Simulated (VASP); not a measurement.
# SrLuI5 (P4/mmm) in VASP: notebook

Aim: see how the results for SrLuI5 move with the level of theory and the settings. Levels: PBEsol, r2SCAN+rVV10. Tasks: single point.

Program: VASP 6.6.1. These are calculated values, not measurements. Logs are shortened: lines on timing, memory, paths and dates and some standing lists are left out, and cuts for length are marked.

**1. The cell of the first run**

It takes space group P4/mmm (No. 123, tetragonal). The conventional cell has a = 5.485 Å, b = 5.485 Å, c = 8.142 Å, α = 90.00°, β = 90.00°, γ = 90.00°. Sr (site symmetry 4/mmm) has 10 I at 3.37 to 4.07 Å within 4.4 Å. Lu (site symmetry 4/mmm) has 12 I at 3.46 to 3.88 Å within 4.6 Å. Within 4.6 Å of I (site symmetry 4/mmm) lie 8 I at 3.46 Å and 4 Lu at 3.88 Å and 2 Sr at 4.07 Å. I (site symmetry 2mm) has 2 Sr at 3.37 Å and 2 Lu at 3.46 Å and 8 I at 3.46 to 4.23 Å within 4.4 Å.

**2. Single point, PBEsol**

Contents of INCAR:

```
SYSTEM = SrLuI5
PREC = Accurate
ENCUT = 520
EDIFF = 1E-6
ISMEAR = -1
SIGMA = 0.03
LREAL = .False.
LASPH = .True.
NELM = 60
ALGO = Normal
ISIF = 2
LWAVE = .False.
LCHARG = .False.
GGA = PS
NBANDS = 44
```

Contents of KPOINTS:

```
Automatic mesh
0
Gamma
  4 4 2
  0 0 0
```

Contents of POSCAR:

```
SrLuI5
1.0
    5.4845666721      0.0000000000      0.0000000000
    0.0000000000      5.4845666721      0.0000000000
    0.0000000000      0.0000000000      8.1421855535
Sr Lu I
1 1 5
Direct
    0.0000000000      0.0000000000      0.5000000000
    0.5000000000      0.5000000000      0.0000000000
    0.0000000000      0.0000000000      0.0000000000
    0.5000000000      0.0000000000      0.7402836669
    0.0000000000      0.5000000000      0.7402836669
    0.5000000000      0.0000000000      0.2597163331
    0.0000000000      0.5000000000      0.2597163331
```

Potentials or basis: VASP PAW PBE potentials, release 64 (Sr_sv, Lu, I).

On the command line:

```bash
$ cat potpaw_PBE.64/Sr_sv/POTCAR potpaw_PBE.64/Lu/POTCAR potpaw_PBE.64/I/POTCAR > POTCAR
$ mpirun -np 1 vasp_std > vasp.out
```

OUTCAR:

```text
SYSTEM = SrLuI5
   PREC = Accurate
   ENCUT = 520
   EDIFF = 1E-6
   ISMEAR = -1
   LREAL = .False.
   LASPH = .True.
   NELM = 60
   ISIF = 2
   GGA = PS

 ion  position               nearest neighbor table
   1  0.000  0.000  0.500-   4 3.37   5 3.37   6 3.37   7 3.37   5 3.37   7 3.37   4 3.37   6 3.37
                             3 4.07   3 4.07
   2  0.500  0.500  0.000-   4 3.46   5 3.46   6 3.46   7 3.46   4 3.46   6 3.46   5 3.46   7 3.46

   3  0.000  0.000  0.000-   4 3.46   5 3.46   6 3.46   7 3.46   5 3.46   7 3.46   4 3.46   6 3.46
                             1 4.07   1 4.07
   4  0.500  0.000  0.740-   1 3.37   1 3.37   3 3.46   2 3.46   2 3.46   3 3.46
   5  0.000  0.500  0.740-   1 3.37   1 3.37   3 3.46   2 3.46   3 3.46   2 3.46
   6  0.500  0.000  0.260-   1 3.37   1 3.37   3 3.46   2 3.46   2 3.46   3 3.46
   7  0.000  0.500  0.260-   1 3.37   1 3.37   3 3.46   2 3.46   3 3.46   2 3.46

  LATTYP: Found a simple tetragonal cell.
 ALAT       =     5.4845666721
 C/A-ratio  =     1.4845631461

  Lattice vectors:

 A1 = (   5.4845666721,   0.0000000000,   0.0000000000)
 A2 = (   0.0000000000,   5.4845666721,   0.0000000000)
 A3 = (   0.0000000000,   0.0000000000,   8.1421855535)

Analysis of symmetry for initial positions (statically):
=====================================================================
 Subroutine PRICEL returns:
 Original cell was already a primitive cell.

 Routine SETGRP: Setting up the symmetry group for a
 simple tetragonal supercell.

 Subroutine GETGRP returns: Found 16 space group operations
 (whereof 16 operations were pure point group operations)
 out of a pool of 16 trial point group operations.

The static configuration has the point symmetry D_4h.

Analysis of symmetry for dynamics (positions and initial velocities):
=====================================================================
 Subroutine PRICEL returns:
 Original cell was already a primitive cell.

 Routine SETGRP: Setting up the symmetry group for a
 simple tetragonal supercell.

 Subroutine GETGRP returns: Found 16 space group operations
 (whereof 16 operations were pure point group operations)
 out of a pool of 16 trial point group operations.

The dynamic configuration has the point symmetry D_4h.

 Subroutine INISYM returns: Found 16 space group operations
 (whereof 16 operations are pure point group operations),
 and found     1 'primitive' translations

----------------------------------------------------------------------------------------

                                     Primitive cell

  volume of cell :     244.9208

  direct lattice vectors                    reciprocal lattice vectors
     5.484566672  0.000000000  0.000000000     0.182329810  0.000000000  0.000000000
     0.000000000  5.484566672  0.000000000     0.000000000  0.182329810  0.000000000
     0.000000000  0.000000000  8.142185553     0.000000000  0.000000000  0.122817147

  length of vectors
     5.484566672  5.484566672  8.142185553     0.182329810  0.182329810  0.122817147

  position of ions in fractional coordinates (direct lattice)
     0.000000000  0.000000000  0.500000000
     0.500000000  0.500000000  0.000000000
     0.000000000  0.000000000  0.000000000
     0.500000000  0.000000000  0.740283667
     0.000000000  0.500000000  0.740283667
     0.500000000  0.000000000  0.259716333
     0.000000000  0.500000000  0.259716333

  ion indices of the primitive-cell ions
   primitive index   ion index
                 1           1
                 2           2
                 3           3
                 4           4
                 5           5
                 6           6
                 7           7

----------------------------------------------------------------------------------------

 KPOINTS: Automatic mesh

Automatic generation of k-mesh.
 Grid dimensions read from file:
 generate k-points for:    4    4    2

 Generating k-lattice:

  Cartesian coordinates                     Fractional coordinates (reciprocal lattice)
     0.045582453  0.000000000  0.000000000     0.250000000  0.000000000  0.000000000
     0.000000000  0.045582453  0.000000000     0.000000000  0.250000000  0.000000000
     0.000000000  0.000000000  0.061408573     0.000000000  0.000000000  0.500000000

  Length of vectors
     0.045582453  0.045582453  0.061408573

  Shift w.r.t. Gamma in fractional coordinates (k-lattice)
     0.000000000  0.000000000  0.000000000

 Subroutine IBZKPT returns following result:
 ===========================================

 Found     12 irreducible k-points:

 Following reciprocal coordinates:
            Coordinates               Weight
  0.000000  0.000000  0.000000      1.000000
  0.250000  0.000000  0.000000      4.000000
  0.500000  0.000000  0.000000      2.000000
  0.250000  0.250000  0.000000      4.000000
  0.500000  0.250000  0.000000      4.000000
  0.500000  0.500000  0.000000      1.000000
  0.000000  0.000000  0.500000      1.000000
  0.250000  0.000000  0.500000      4.000000
  0.500000  0.000000  0.500000      2.000000
  0.250000  0.250000  0.500000      4.000000
  0.500000  0.250000  0.500000      4.000000
  0.500000  0.500000  0.500000      1.000000
   k-points           NKPTS =     12   k-points in BZ     NKDIM =     12   number of bands    NBANDS=     44
   number of dos      NEDOS =    301   number of ions     NIONS =      7
   total plane-waves  NPLWV = 112896
   dimension x,y,z NGX =    42 NGY =   42 NGZ =   64
   dimension x,y,z NGXF=    84 NGYF=   84 NGZF=  128
   ions per type =               1   1   5
   NGX,Y,Z   is equivalent  to a cutoff of  12.73, 12.73, 13.07 a.u.
   NGXF,Y,Z  is equivalent  to a cutoff of  25.46, 25.46, 26.13 a.u.
 SYSTEM =  SrLuI5
   PREC   = accura    normal or accurate (medium, high low for compatibility)
   ISTART =      0    job   : 0-new  1-cont  2-samecut
   ICHARG =      2    charge: 1-file 2-atom 10-const
   ISPIN  =      1    spin polarized calculation?
   LNONCOLLINEAR =      F non collinear calculations
   LSORBIT =      F    spin-orbit coupling
   LASPH  =      T    aspherical Exc in radial PAW
   ENCUT  =  520.0 eV  38.22 Ry    6.18 a.u.  10.20 10.20 15.14*2*pi/ulx,y,z
   NELM   =     60;   NELMIN=  2; NELMDL= -5     # of ELM steps
   EDIFF  = 0.1E-05   stopping-criterion for ELM
   LREAL  =      F    real-space projection
   EDIFFG = 0.1E-04   stopping-criterion for IOM
   NSW    =      0    number of steps for IOM
   IBRION =     -1    ionic relax: 0-MD 1-quasi-New 2-CG
   NFREE  =      0    steps in history (QN), initial steepest desc. (CG)
   ISIF   =      2    stress and relaxation
   ISYM   =      2    0-nonsym 1-usesym 2-fastsym
   POTIM  = 0.5000    time-step for ionic-motion
   TEBEG  =    0.0;   TEEND  =   0.0 temperature during run
   PSTRESS=    0.0 pullay stress
   NELECT =      70.0000    total number of electrons
   NUPDOWN=      -1.0000    fix difference up-down
   EMIN   =  10.00;   EMAX   =-10.00  energy-range for DOS
   EFERMI =   0.00;   METHOD = LEGACY
   ISMEAR =    -1;   SIGMA  =   0.03  broadening in eV -4-tet -1-fermi 0-gaus
   EFERMI_NEDOS =   21; number of points for ismear=-14 and -15
   IALGO  =     38    algorithm
   IMIX   =      4    mixing-type and parameters
     AMIX     =   0.40;   BMIX     =  1.00
     AMIX_MAG =   1.60;   BMIX_MAG =  1.00
  volume/ion in A,a.u.               =      34.99       236.12
  Fermi-wavevector in a.u.,A,eV,Ry     =   1.078365  2.037814 15.821810  1.162870
  Thomas-Fermi vector in A             =   2.214301
   LORBIT       =      0    0 simple, 1 ext, 2 COOP (PROOUT), +10 PAW based schemes
   GGA     = PS    functional components
   LHFCALC =     F    Hartree Fock is set to
   AEXX    =    0.0000 exact exchange contribution
   IVDW    =     0    specifies the selected vdW correction
   LEPSILON=     F    determine dielectric tensor
   LRPA    =     F    only Hartree local field effects (RPA)
 non-spin polarized calculation
  energy-cutoff  :      520.00
  volume of cell :      244.92
 maximum number of plane-waves:      6652
 NGX is ok and might be reduce to    42
   NGX = 21   NGY = 21   NGZ = 31

 number of electron      69.9999991 magnetization

 Free energy of the ion-electron system (eV)
  ---------------------------------------------------
  ext. energy  EPLUGINS =         0.00000000
  ---------------------------------------------------
  free energy    TOTEN  =       -22.34316947 eV

  energy without entropy =      -22.34120856  energy(sigma->0) =      -22.34218902

 E-fermi :   4.4644     XC(G=0):  -9.0915

 val. band max:        4.3906186220   @ k =   0.5000   0.5000   0.0000
 cond. band min:       4.5181304365   @ k =   0.5000   0.5000   0.0000
 fundamental gap:      0.1275118145
 Fermi energy:         4.4643836624

 k-point     1 :       0.0000    0.0000    0.0000
  band No.  band energies     occupation
      1     -54.0886      2.00000
      2     -30.7973      2.00000
      3     -24.6473      2.00000
      4     -24.6226      2.00000
      5     -24.6226      2.00000
      6     -12.8601      2.00000
[... 36 lines left out ...]
     43       7.8194      0.00000
     44       7.8294      0.00000

 k-point     2 :       0.2500    0.0000    0.0000
  band No.  band energies     occupation
      1     -54.0886      2.00000
      2     -30.7972      2.00000
      3     -24.6471      2.00000
      4     -24.6233      2.00000
      5     -24.6226      2.00000
      6     -12.8810      2.00000
[... 36 lines left out ...]
     43       7.7932      0.00000
     44       8.4121      0.00000

 k-point     3 :       0.5000    0.0000    0.0000
  band No.  band energies     occupation
      1     -54.0886      2.00000
      2     -30.7971      2.00000
      3     -24.6470      2.00000
      4     -24.6239      2.00000
      5     -24.6225      2.00000
      6     -12.9015      2.00000
[... 412 lines left out ...]
     43       8.6003      0.00000
     44       8.9422      0.00000

 k-point    12 :       0.5000    0.5000    0.5000
  band No.  band energies     occupation
      1     -54.0886      2.00000
      2     -30.7968      2.00000
      3     -24.6468      2.00000
      4     -24.6238      2.00000
      5     -24.6238      2.00000
      6     -12.8999      2.00000
[... 36 lines left out ...]
     43       8.6042      0.00000
     44       8.9386      0.00000

------------------------ aborting loop because EDIFF is reached ----------------------------------------

  FORCE on cell =-STRESS in cart. coord.  units (eV):
  Direction    XX          YY          ZZ          XY          YZ          ZX
  --------------------------------------------------------------------------------------
  -------------------------------------------------------------------------------------
  Total        0.1036548      0.1036548      0.0865583      0.0000000      0.0000000      0.0000000
  in kB        0.6780695      0.6780695      0.5662312      0.0000000      0.0000000      0.0000000
  external PRESSURE =       0.6407901 kB  Pullay stress =       0.0000000 kB

 VOLUME and BASIS-vectors are now :
 -----------------------------------------------------------------------------
  energy-cutoff  :      520.00
  volume of cell :      244.92
      direct lattice vectors                 reciprocal lattice vectors
     5.484566672  0.000000000  0.000000000     0.182329810  0.000000000  0.000000000
     0.000000000  5.484566672  0.000000000     0.000000000  0.182329810  0.000000000
     0.000000000  0.000000000  8.142185553     0.000000000  0.000000000  0.122817147

 POSITION                                       TOTAL-FORCE (eV/Angst)
 -----------------------------------------------------------------------------------
      0.00000      0.00000      4.07109         0.000000     -0.000000      0.000000
      2.74228      2.74228      0.00000         0.000000     -0.000000      0.000000
      0.00000      0.00000      0.00000         0.000000     -0.000000      0.000000
      2.74228      0.00000      6.02753        -0.000000      0.000000      0.003726
      0.00000      2.74228      6.02753        -0.000000     -0.000000      0.003726
      2.74228      0.00000      2.11466         0.000000      0.000000     -0.003726
      0.00000      2.74228      2.11466        -0.000000      0.000000     -0.003726
 -----------------------------------------------------------------------------------
    total drift:                                0.000000     -0.000000     -0.000000

  FREE ENERGIE OF THE ION-ELECTRON SYSTEM (eV)
  ---------------------------------------------------
  free  energy   TOTEN  =       -22.3431694743 eV

  energy  without entropy=      -22.3412085564  energy(sigma->0) =      -22.34218902
```

Wall time 80 s (1 thread of Intel Xeon Platinum 8559C (Emerald Rapids), shared host); peak memory 0.4 GiB.

What came out:

```yaml
Free_energy: -22.3432 eV
Pressure: 0.1 GPa
Largest_force: 0.004 eV/Å
Band_gap_on_the_k_mesh: 0.13 eV
```

Forces in eV/Å, atoms in the order of the input:
```
Sr   0.000  0.000  0.000
Lu   0.000  0.000  0.000
I    0.000  0.000  0.000
I    0.000  0.000  0.004
I    0.000  0.000  0.004
I    0.000  0.000 -0.004
I    0.000  0.000 -0.004
```

Caveat: the PAW data sets were made with another functional, which shifts forces and pressure a little; spin-orbit coupling is left out, which moves the levels of the heavy elements. A k mesh can miss the band edges.

**3. Single point, r2SCAN+rVV10**

This run uses another cell than the first one, of 36.18 Å³/atom.

Contents of POSCAR:

```
SrLuI5
1.0
    5.5520257469      0.0000000000      0.0000000000
    0.0000000000      5.5520257469      0.0000000000
    0.0000000000      0.0000000000      8.2151487268
Sr Lu I
1 1 5
Direct
    0.0000000000      0.0000000000      0.5000000000
    0.5000000000      0.5000000000      0.0000000000
    0.0000000000      0.0000000000      0.0000000000
    0.5000000000      0.0000000000      0.7384572956
    0.0000000000      0.5000000000      0.7384572956
    0.5000000000      0.0000000000      0.2615427044
    0.0000000000      0.5000000000      0.2615427044
```

Contents of INCAR.step1:

```
PREC = Accurate
ENCUT = 520
ISMEAR = -1
SIGMA = 0.03
LREAL = False
LASPH = True
NELM = 60
NBANDS = 44
GGA = PE
ALGO = Normal
EDIFF = 1E-4
LWAVE = True
LCHARG = False
```

Contents of INCAR.step2:

```
PREC = Accurate
ENCUT = 520
EDIFF = 1E-6
ISMEAR = -1
SIGMA = 0.03
LREAL = False
LASPH = True
NELM = 60
ALGO = Normal
ISIF = 2
LWAVE = False
LCHARG = True
METAGGA = R2SCAN
LMIXTAU = True
LUSE_VDW = True
IVDW_NL = 2
BPARAM = 11.95
CPARAM = 0.0093
LELF = True
LVHAR = True
NBANDS = 44
ISTART = 1
```

Contents of KPOINTS:

```
regular mesh
0
Gamma
  4 4 4
```

Potentials or basis: VASP PAW PBE potentials, release 64 (Sr_sv, Lu, I).

On the command line:

```bash
$ cat potpaw_PBE.64/Sr_sv/POTCAR potpaw_PBE.64/Lu/POTCAR potpaw_PBE.64/I/POTCAR > POTCAR
$ cp INCAR.step1 INCAR
$ mpirun -np 1 vasp_std > vasp.out
$ cp INCAR.step2 INCAR
$ mpirun -np 1 vasp_std > vasp.out
```

Wall time 8 min (1 thread of Intel Xeon Platinum 8559C (Emerald Rapids), shared host); peak memory 0.89 GiB.

The run converged. Its results:

| Property | Result |
| --- | --- |
| Free energy | -181.7140 eV |
| Pressure | 0.2 GPa |
| Largest force | 0.010 eV/Å |
| Band gap on the k mesh | 0.51 eV |

Forces on the atoms (eV/Å):
```
Sr   0.000  0.000  0.000
Lu   0.000  0.000  0.000
I    0.000  0.000  0.000
I    0.000  0.000 -0.010
I    0.000  0.000 -0.010
I    0.000  0.000  0.010
I    0.000  0.000  0.010
```

Levels at points of the mesh, in eV from the valence-band top:
| k point | band 32 | band 33 | band 34 | band 35 | band 36 | band 37 | band 38 | band 39 |
| --- | --- | --- | --- | --- | --- | --- | --- | --- |
| (0.00, 0.00, 0.00) | -1.40 | -0.84 | -0.68 | -0.68 | 0.67 | 1.28 | 1.42 | 2.24 |
| (0.50, 0.00, 0.00) | -1.93 | -0.80 | -0.77 | -0.04 | 1.77 | 2.18 | 2.35 | 2.45 |
| (0.50, 0.50, 0.00) | -1.08 | -0.74 | -0.74 | 0.00 | 0.51 | 1.65 | 2.06 | 2.25 |
| (0.00, 0.00, 0.50) | -1.74 | -1.40 | -0.78 | -0.78 | 0.93 | 1.30 | 2.34 | 2.34 |
| (0.50, 0.00, 0.50) | -2.30 | -0.88 | -0.40 | -0.40 | 1.94 | 2.15 | 2.22 | 2.39 |
| (0.50, 0.50, 0.50) | -1.21 | -0.46 | -0.27 | -0.27 | 1.02 | 1.79 | 2.08 | 2.08 |

Caveat: the PAW data sets were made with another functional, which shifts forces and pressure a little; spin-orbit coupling is left out, which moves the levels of the heavy elements.
